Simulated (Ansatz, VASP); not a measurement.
## Zn4HO4 in VASP and in Ansatz

The input INCAR:

```
SYSTEM = Zn4HO4
PREC = Accurate
ENCUT = 520
EDIFF = 1E-7
ISMEAR = 0
SIGMA = 0.05
LREAL = .FALSE.
LASPH = .TRUE.
NELM = 80
ALGO = Normal
ISIF = 2
LWAVE = .FALSE.
LCHARG = .FALSE.
GGA = PS
NBANDS = 46
```

KPOINTS

```
Automatic mesh
0
G
  4 4 8
  0 0 0
```

The input POSCAR:

```
Zn4HO4
1.0
    5.5148137916      0.0000000000      0.0000000000
    0.0000000000      5.5148137916      0.0000000000
    0.0000000000      0.0000000000      3.2430062931
Zn O H
4 4 1
Direct
    0.1820657240      0.1820657240      0.5000000000
    0.8179342760      0.8179342760      0.5000000000
    0.6820657240      0.3179342760      0.0000000000
    0.3179342760      0.6820657240      0.0000000000
    0.8180023132      0.1819976868      0.5000000000
    0.1819976868      0.8180023132      0.5000000000
    0.6819976868      0.6819976868      0.0000000000
    0.3180023132      0.3180023132      0.0000000000
    1.0000405349     -0.1180023132      0.4000000000
```

Input for Ansatz:

```yaml
crystal:
  lattice:
    - [5.5148137916, 0.0, 0.0]
    - [0.0, 5.5148137916, 0.0]
    - [0.0, 0.0, 3.2430062931]
  atoms:
    - { symbol: Zn, position: [0.182065724, 0.182065724, 0.5] }
    - { symbol: Zn, position: [0.817934276, 0.817934276, 0.5] }
    - { symbol: Zn, position: [0.682065724, 0.317934276, 0.0] }
    - { symbol: Zn, position: [0.317934276, 0.682065724, 0.0] }
    - { symbol: O, position: [0.8180023132, 0.1819976868, 0.5] }
    - { symbol: O, position: [0.1819976868, 0.8180023132, 0.5] }
    - { symbol: O, position: [0.6819976868, 0.6819976868, 0.0] }
    - { symbol: O, position: [0.3180023132, 0.3180023132, 0.0] }
    - { symbol: H, position: [1.0000405349, -0.1180023132, 0.4] }
basis:
  ecutwfc: 420
kpoints:
  mp_grid: { grid: [4, 4, 8] }
hamiltonian:
  xc: pbesol
  pseudopotentials: { kind: paw, azcp: { folder: soft_1 } }
scf:
  occupations: { method: gaussian, width: 0.05 }
output:
  forces: true
  stress: true
  eigenvalues: true
```

Alike in both runs: task single point; functional PBEsol; k mesh 4 × 4 × 8; occupations gaussian, width 0.05 eV; no spin polarisation.

|  | VASP | Ansatz |
| --- | --- | --- |
| version | VASP 6.6.1 | Ansatz 0.2.0 |
| potentials or method | VASP PAW PBE potentials, release 64 (Zn, O, H), cutoff 520 eV | scalar-relativistic, plane waves, PAW |
| valence electrons in the cell | 73 | 73 |

|  | VASP | Ansatz | Ansatz less VASP |
| --- | --- | --- | --- |
| gap on the k mesh at the Fermi level (eV) | none | none | - |
| pressure (GPa) | 19.9 | 18.6 | -1.31 |
| traceless stress, the component that is largest in VASP (GPa) | 16.34 | 15.80 | -0.540 |
| rms of the force components (eV/Å) | 4.514 | 4.406 | -0.1080 |

VASP's potentials were made for PBE, not for PBEsol, and Ansatz warns of the same on its side. Atom by atom the forces differ by 0.119 eV/Å (rms over components). A gap of «none» marks a metal or a gap that the smearing closes. The functional is the same, so the differences come from potentials, cutoffs and numerics.
